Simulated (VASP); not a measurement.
# BaTiO3 (R3m) in VASP: further runs

BaTiO3 is run at these levels: r2SCAN; tasks: single point, relaxation of shape and atoms at fixed volume.

Everything below comes from runs of VASP 6.6.1. Logs are shortened: lines on timing, memory, paths and dates and some standing lists are left out, and cuts for length are marked.

## (1) The cell of the first run

It takes space group R3m (No. 160, trigonal). The conventional cell has a = 5.731 Å, b = 5.731 Å, c = 7.077 Å, α = 90.00°, β = 90.00°, γ = 120.00°. Within 3.7 Å of Ba (site symmetry 3m) lie 12 O at 2.79 to 2.98 Å and 8 Ti at 3.43 to 3.65 Å. Within 2.5 Å of Ti (site symmetry 3m) lie 6 O at 1.86 to 2.22 Å. O (site symmetry m) has 2 Ti at 1.86 to 2.22 Å within 2.5 Å.

## (2) Single point, r2SCAN (13.42 Å³/atom)

POSCAR

```
BaTiO3
1.0
    2.8654476812      1.6543669901      2.3590017692
   -2.8654476812      1.6543669901      2.3590017692
    0.0000000000     -3.3087339802      2.3590017692
Ba Ti O
1 1 3
Direct
    0.0047927228      0.0047927228      0.0047927228
    0.5198683629      0.5198683629      0.5198683629
    0.4888862832      0.4888862832      0.9762663478
    0.4888862832      0.9762663478      0.4888862832
    0.9762663478      0.4888862832      0.4888862832
```

INCAR.step1

```
ALGO = Normal
EDIFF = 1E-5
ENCUT = 660
GGA = PE
GGA_COMPAT = F
ISMEAR = 0
LASPH = T
LCHARG = F
LREAL = F
LWAVE = T
NBANDS = 28
NELM = 120
PREC = Accurate
SIGMA = 0.02
```

INCAR.step2

```
ALGO = Normal
EDIFF = 1E-6
ENCUT = 660
GGA_COMPAT = F
ISIF = 2
ISMEAR = 0
ISTART = 1
LASPH = T
LCHARG = F
LMIXTAU = T
LREAL = F
LWAVE = F
METAGGA = R2SCAN
NBANDS = 28
NELM = 120
PREC = Accurate
SIGMA = 0.02
```

KPOINTS

```
k-points
0
Gamma
  6 6 6
```

Potentials or basis: VASP PAW PBE potentials, release 64 (Ba_sv, Ti_sv, O).

Command:

```bash
cat potpaw_PBE.64/Ba_sv/POTCAR potpaw_PBE.64/Ti_sv/POTCAR potpaw_PBE.64/O/POTCAR > POTCAR
cp INCAR.step1 INCAR
mpirun -np 1 vasp_std > vasp.out
cp INCAR.step2 INCAR
mpirun -np 1 vasp_std > vasp.out
```

OUTCAR:

```text
EDIFF = 1E-6
   ENCUT = 660
   ISIF = 2
   ISMEAR = 0
   ISTART = 1
   LASPH = T
   LREAL = F
   METAGGA = R2SCAN
   NELM = 120
   PREC = Accurate

 ion  position               nearest neighbor table
   1  0.005  0.005  0.005-   4 2.79   5 2.79   3 2.79   3 2.87   3 2.87   4 2.87   5 2.87   5 2.87
                             4 2.87   5 2.98   4 2.98   3 2.98   2 3.43   2 3.48   2 3.48   2 3.48
   2  0.520  0.520  0.520-   4 1.86   5 1.86   3 1.86   4 2.22   5 2.22   3 2.22   1 3.43   1 3.48
                             1 3.48   1 3.48   1 3.55   1 3.55   1 3.55   1 3.65
   3  0.489  0.489  0.976-   2 1.86   2 2.22   1 2.79   1 2.87   1 2.87   1 2.98
   4  0.489  0.976  0.489-   2 1.86   2 2.22   1 2.79   1 2.87   1 2.87   1 2.98
   5  0.976  0.489  0.489-   2 1.86   2 2.22   1 2.79   1 2.87   1 2.87   1 2.98

  LATTYP: Found a trigonal (rhomboedric) cell.
 ALAT       =     4.0635710771
 COS(alpha) =     0.0055127004

  Lattice vectors:

 A1 = (   2.8654476812,   1.6543669901,   2.3590017692)
 A2 = (  -2.8654476812,   1.6543669901,   2.3590017692)
 A3 = (   0.0000000000,  -3.3087339802,   2.3590017692)

Analysis of symmetry for initial positions (statically):
=====================================================================
 Subroutine PRICEL returns:
 Original cell was already a primitive cell.

 Routine SETGRP: Setting up the symmetry group for a
 trigonal (rhombohedral) supercell.

 Subroutine GETGRP returns: Found  6 space group operations
 (whereof  6 operations were pure point group operations)
 out of a pool of 12 trial point group operations.

The static configuration has the point symmetry C_3v.

Analysis of symmetry for dynamics (positions and initial velocities):
=====================================================================
 Subroutine PRICEL returns:
 Original cell was already a primitive cell.

 Routine SETGRP: Setting up the symmetry group for a
 trigonal (rhombohedral) supercell.

 Subroutine GETGRP returns: Found  6 space group operations
 (whereof  6 operations were pure point group operations)
 out of a pool of 12 trial point group operations.

The dynamic configuration has the point symmetry C_3v.

 Subroutine INISYM returns: Found  6 space group operations
 (whereof  6 operations are pure point group operations),
 and found     1 'primitive' translations

----------------------------------------------------------------------------------------

                                     Primitive cell

  volume of cell :      67.0971

  direct lattice vectors                    reciprocal lattice vectors
     2.865447681  1.654366990  2.359001769     0.174492804  0.100743467  0.141302706
    -2.865447681  1.654366990  2.359001769    -0.174492804  0.100743467  0.141302706
     0.000000000 -3.308733980  2.359001769     0.000000000 -0.201486934  0.141302706

  length of vectors
     4.063571077  4.063571077  4.063571077     0.246096403  0.246096403  0.246096403

  position of ions in fractional coordinates (direct lattice)
     0.004792723  0.004792723  0.004792723
     0.519868363  0.519868363  0.519868363
     0.488886283  0.488886283  0.976266348
     0.488886283  0.976266348  0.488886283
     0.976266348  0.488886283  0.488886283

  ion indices of the primitive-cell ions
   primitive index   ion index
                 1           1
                 2           2
                 3           3
                 4           4
                 5           5

----------------------------------------------------------------------------------------

 KPOINTS: k-points

Automatic generation of k-mesh.
 Grid dimensions read from file:
 generate k-points for:    6    6    6

 Generating k-lattice:

  Cartesian coordinates                     Fractional coordinates (reciprocal lattice)
     0.029082134  0.016790578  0.023550451     0.166666667  0.000000000  0.000000000
    -0.029082134  0.016790578  0.023550451     0.000000000  0.166666667  0.000000000
     0.000000000 -0.033581156  0.023550451     0.000000000  0.000000000  0.166666667

  Length of vectors
     0.041016067  0.041016067  0.041016067

  Shift w.r.t. Gamma in fractional coordinates (k-lattice)
     0.000000000  0.000000000  0.000000000

 Subroutine IBZKPT returns following result:
 ===========================================

 Found     32 irreducible k-points:

 Following reciprocal coordinates:
            Coordinates               Weight
  0.000000  0.000000  0.000000      1.000000
  0.166667 -0.000000  0.000000      6.000000
  0.333333 -0.000000  0.000000      6.000000
  0.500000  0.000000  0.000000      3.000000
  0.166667  0.166667  0.000000      6.000000
  0.333333  0.166667  0.000000     12.000000
[... 16 lines left out ...]
  0.500000  0.500000  0.166667      6.000000
 -0.333333  0.500000  0.166667     12.000000
 [... further k-points ...]
   k-points           NKPTS =     32   k-points in BZ     NKDIM =     32   number of bands    NBANDS=     28
   number of dos      NEDOS =    301   number of ions     NIONS =      5
   total plane-waves  NPLWV =  46656
   dimension x,y,z NGX =    36 NGY =   36 NGZ =   36
   dimension x,y,z NGXF=    72 NGYF=   72 NGZF=   72
   ions per type =               1   1   3
   NGX,Y,Z   is equivalent  to a cutoff of  14.73, 14.73, 14.73 a.u.
   NGXF,Y,Z  is equivalent  to a cutoff of  29.46, 29.46, 29.46 a.u.
 SYSTEM =  unknown system
   PREC   = accura    normal or accurate (medium, high low for compatibility)
   ISTART =      1    job   : 0-new  1-cont  2-samecut
   ICHARG =      0    charge: 1-file 2-atom 10-const
   ISPIN  =      1    spin polarized calculation?
   LNONCOLLINEAR =      F non collinear calculations
   LSORBIT =      F    spin-orbit coupling
   LASPH  =      T    aspherical Exc in radial PAW
   ENCUT  =  660.0 eV  48.51 Ry    6.96 a.u.   8.51  8.51  8.51*2*pi/ulx,y,z
   NELM   =    120;   NELMIN=  2; NELMDL=  0     # of ELM steps
   EDIFF  = 0.1E-05   stopping-criterion for ELM
   LREAL  =      F    real-space projection
   EDIFFG = 0.1E-04   stopping-criterion for IOM
   NSW    =      0    number of steps for IOM
   IBRION =     -1    ionic relax: 0-MD 1-quasi-New 2-CG
   NFREE  =      0    steps in history (QN), initial steepest desc. (CG)
   ISIF   =      2    stress and relaxation
   ISYM   =      2    0-nonsym 1-usesym 2-fastsym
   POTIM  = 0.5000    time-step for ionic-motion
   TEBEG  =    0.0;   TEEND  =   0.0 temperature during run
   PSTRESS=    0.0 pullay stress
   NELECT =      40.0000    total number of electrons
   NUPDOWN=      -1.0000    fix difference up-down
   EMIN   =  10.00;   EMAX   =-10.00  energy-range for DOS
   EFERMI =   0.00;   METHOD = LEGACY
   ISMEAR =     0;   SIGMA  =   0.02  broadening in eV -4-tet -1-fermi 0-gaus
   EFERMI_NEDOS =   21; number of points for ismear=-14 and -15
   IALGO  =     38    algorithm
   IMIX   =      4    mixing-type and parameters
     AMIX     =   0.40;   BMIX     =  1.00
     AMIX_MAG =   1.60;   BMIX_MAG =  1.00
  volume/ion in A,a.u.               =      13.42        90.56
  Fermi-wavevector in a.u.,A,eV,Ry     =   1.377823  2.603709 25.829262  1.898397
  Thomas-Fermi vector in A             =   2.502941
   LORBIT       =      0    0 simple, 1 ext, 2 COOP (PROOUT), +10 PAW based schemes
   METAGGA = R2SCAN    functional components
   LHFCALC =     F    Hartree Fock is set to
   AEXX    =    0.0000 exact exchange contribution
   IVDW    =     0    specifies the selected vdW correction
   LEPSILON=     F    determine dielectric tensor
   LRPA    =     F    only Hartree local field effects (RPA)
 non-spin polarized calculation
 Gauss-broadening in eV      SIGMA  =   0.02
  energy-cutoff  :      660.00
  volume of cell :       67.10
 maximum number of plane-waves:      2602
 NGX is ok and might be reduce to    36
   NGX = 17   NGY = 17   NGZ = 17

 number of electron      39.9999998 magnetization

 Free energy of the ion-electron system (eV)
  ---------------------------------------------------
  ext. energy  EPLUGINS =         0.00000000
  ---------------------------------------------------
  free energy    TOTEN  =       -74.27928109 eV

  energy without entropy =      -74.27928109  energy(sigma->0) =      -74.27928109

 E-fermi :   3.1781     XC(G=0): -11.6287

 val. band max:        3.0905419973   @ k =   0.5000   0.5000   0.5000
 cond. band min:       6.1250788705   @ k =   0.0000   0.0000   0.0000
 fundamental gap:      3.0345368732
 Fermi energy:         3.1781050794

 k-point     1 :       0.0000    0.0000    0.0000
  band No.  band energies     occupation
      1     -55.3837      2.00000
      2     -30.5898      2.00000
      3     -30.5898      2.00000
      4     -30.5896      2.00000
      5     -22.4720      2.00000
      6     -14.5700      2.00000
[... 20 lines left out ...]
     27       8.6907      0.00000
     28      10.8663      0.00000

 k-point     2 :       0.1667   -0.0000    0.0000
  band No.  band energies     occupation
      1     -55.3835      2.00000
      2     -30.6017      2.00000
      3     -30.5893      2.00000
      4     -30.5892      2.00000
      5     -22.4474      2.00000
      6     -14.5787      2.00000
[... 20 lines left out ...]
     27       9.1943      0.00000
     28      11.5025      0.00000

 k-point     3 :       0.3333   -0.0000    0.0000
  band No.  band energies     occupation
      1     -55.3831      2.00000
      2     -30.6254      2.00000
      3     -30.5885      2.00000
      4     -30.5883      2.00000
      5     -22.3975      2.00000
      6     -14.6626      2.00000
[... 20 lines left out ...]
     27      10.3748      0.00000
     28      11.9358      0.00000

 k-point     4 :       0.5000    0.0000    0.0000
  band No.  band energies     occupation
      1     -55.3829      2.00000
      2     -30.6371      2.00000
      3     -30.5881      2.00000
      4     -30.5879      2.00000
      5     -22.3721      2.00000
      6     -14.7243      2.00000
[... 578 lines left out ...]
     27      11.0293      0.00000
     28      12.0084      0.00000

 k-point    23 :       0.5000    0.5000    0.1667
  band No.  band energies     occupation
      1     -55.3818      2.00000
      2     -30.6341      2.00000
      3     -30.6336      2.00000
      4     -30.5979      2.00000
      5     -22.2934      2.00000
      6     -14.1242      2.00000
[... 20 lines left out ...]
     27      11.9965      0.00000
     28      12.3985      0.00000

 k-point    24 :      -0.3333    0.5000    0.1667
  band No.  band energies     occupation
      1     -55.3820      2.00000
      2     -30.6346      2.00000
      3     -30.6224      2.00000
      4     -30.5983      2.00000
      5     -22.3092      2.00000
      6     -14.2657      2.00000
[... 20 lines left out ...]
     27      11.6671      0.00000
     28      12.1795      0.00000

 [... further k-points ...]
[... 5 lines left out ...]
  --------------------------------------------------------------------------------------
  -------------------------------------------------------------------------------------
  Total       -0.6024024     -0.6024024     -0.6911203      0.0000000      0.0000000      0.0000000
  in kB      -14.3844548    -14.3844548    -16.5029034      0.0000000      0.0000000      0.0000000
  external PRESSURE =     -15.0906043 kB  Pullay stress =       0.0000000 kB

 VOLUME and BASIS-vectors are now :
 -----------------------------------------------------------------------------
  energy-cutoff  :      660.00
  volume of cell :       67.10
      direct lattice vectors                 reciprocal lattice vectors
     2.865447681  1.654366990  2.359001769     0.174492804  0.100743467  0.141302706
    -2.865447681  1.654366990  2.359001769    -0.174492804  0.100743467  0.141302706
     0.000000000 -3.308733980  2.359001769     0.000000000 -0.201486934  0.141302706

 POSITION                                       TOTAL-FORCE (eV/Angst)
 -----------------------------------------------------------------------------------
      0.00000      0.00000      0.03392         0.000000     -0.000000     -0.035893
      0.00000      0.00000      3.67911         0.000000      0.000000     -0.188286
      0.00000     -1.61261      4.60958         0.000000     -0.083117      0.074726
     -1.39656      0.80631      4.60958        -0.071981      0.041558      0.074726
      1.39656      0.80631      4.60958         0.071981      0.041558      0.074726
 -----------------------------------------------------------------------------------
    total drift:                               -0.000000      0.000002      0.001877

  FREE ENERGIE OF THE ION-ELECTRON SYSTEM (eV)
  ---------------------------------------------------
  free  energy   TOTEN  =       -74.2792810949 eV

  energy  without entropy=      -74.2792810949  energy(sigma->0) =      -74.27928109
```

Run time: 5.1 min. Hardware: 1 thread of Intel Xeon Platinum 8375C at 2.90GHz (Ice Lake), shared host; peak memory 0.27 GiB.

What came out:

- Free energy: -74.2793 eV
- Pressure: -1.5 GPa
- Largest force: 0.188 eV/Å
- Band gap on the k mesh: 3.03 eV (least direct gap 3.61 eV)

Forces in eV/Å, atoms in the order of the input:
```
Ba   0.000  0.000 -0.036
Ti   0.000  0.000 -0.188
O    0.000 -0.083  0.075
O   -0.072  0.042  0.075
O    0.072  0.042  0.075
```

Stress tensor (GPa, compression positive):
```
-1.44  0.00  0.00
 0.00 -1.44  0.00
 0.00  0.00 -1.65
```

Caveat: the PAW data sets were made with another functional, which shifts forces and pressure a little; spin-orbit coupling is left out, which moves the levels of the heavy elements. A k mesh can miss the band edges.

## (3) Single point, r2SCAN (13.81 Å³/atom)

This run uses another cell than the first one, of 13.81 Å³/atom.

POSCAR

```
BaTiO3
1.0
    2.8900585297      1.6685760701      2.3865393378
   -2.8900585297      1.6685760701      2.3865393378
    0.0000000000     -3.3371521402      2.3865393378
Ba Ti O
1 1 3
Direct
    0.0065653025      0.0065653025      0.0065653025
    0.5229778492      0.5229778492      0.5229778492
    0.4883008550      0.4883008550      0.9725551382
    0.4883008550      0.9725551382      0.4883008550
    0.9725551382      0.4883008550      0.4883008550
```

INCAR.step1

```
SYSTEM = BaTiO3
  PREC = Accurate
  ENCUT = 660
  ISMEAR = 0
  SIGMA = 0.02
  LREAL = .False.
  LASPH = .True.
  NELM = 120
  NBANDS = 28
  GGA = PE
  ALGO = Normal
  EDIFF = 1E-5
  LWAVE = .True.
  LCHARG = .False.
  GGA_COMPAT = .False.
```

INCAR.step2

```
SYSTEM = BaTiO3
  PREC = Accurate
  ENCUT = 660
  EDIFF = 1E-6
  ISMEAR = 0
  SIGMA = 0.02
  LREAL = .False.
  LASPH = .True.
  NELM = 120
  ALGO = Normal
  ISIF = 2
  LWAVE = .False.
  LCHARG = .False.
  METAGGA = R2SCAN
  LMIXTAU = .True.
  NBANDS = 28
  ISTART = 1
  GGA_COMPAT = .False.
```

KPOINTS

```
regular mesh
0
Gamma
  6 6 6
  0 0 0
```

Potentials or basis: VASP PAW PBE potentials, release 64 (Ba_sv, Ti_sv, O).

Command:

```bash
cat potpaw_PBE.64/Ba_sv/POTCAR potpaw_PBE.64/Ti_sv/POTCAR potpaw_PBE.64/O/POTCAR > POTCAR
cp INCAR.step1 INCAR
mpirun -np 1 vasp_std > vasp.out
cp INCAR.step2 INCAR
mpirun -np 1 vasp_std > vasp.out
```

It took 5.7 min on 1 thread of Intel Xeon Platinum 8375C at 2.90GHz (Ice Lake), shared host; peak memory 0.27 GiB.

The run converged. Its results:

| Item | Value |
| --- | --- |
| Free energy | -74.2389 eV |
| Pressure | -4.1 GPa |
| Largest force | 0.203 eV/Å |
| Band gap on the k mesh | 3.19 eV (least direct gap 3.77 eV) |

Forces in eV/Å, atoms in the order of the input:
```
Ba   0.000  0.000 -0.027
Ti   0.000  0.000 -0.203
O    0.000 -0.101  0.077
O   -0.087  0.050  0.077
O    0.087  0.050  0.077
```

Stress tensor (GPa, compression positive):
```
-3.98  0.00  0.00
 0.00 -3.98  0.00
 0.00  0.00 -4.24
```

Levels at points of the mesh, in eV from the valence-band top:
| k point | band 16 | band 17 | band 18 | band 19 | band 20 | band 21 | band 22 | band 23 | band 24 | band 25 |
| --- | --- | --- | --- | --- | --- | --- | --- | --- | --- | --- |
| (0.00, 0.00, 0.00) | -1.42 | -0.95 | -0.81 | -0.67 | -0.67 | 3.20 | 3.20 | 3.38 | 4.93 | 4.93 |
| (0.50, 0.00, 0.00) | -2.02 | -1.56 | -1.43 | -1.14 | -0.96 | 3.33 | 4.14 | 4.33 | 4.89 | 6.22 |
| (0.50, 0.50, 0.00) | -2.51 | -1.60 | -0.94 | -0.84 | -0.09 | 4.23 | 4.28 | 4.56 | 5.23 | 7.78 |
| (0.50, 0.50, 0.50) | -2.41 | -2.33 | -0.05 | -0.05 | 0.00 | 4.50 | 4.80 | 4.80 | 6.86 | 6.86 |

Caveat: the cell stands under tension; the PAW data sets were made with another functional, which shifts forces and pressure a little; spin-orbit coupling is left out, which moves the levels of the heavy elements.

(Continued in part 2 of 3.)
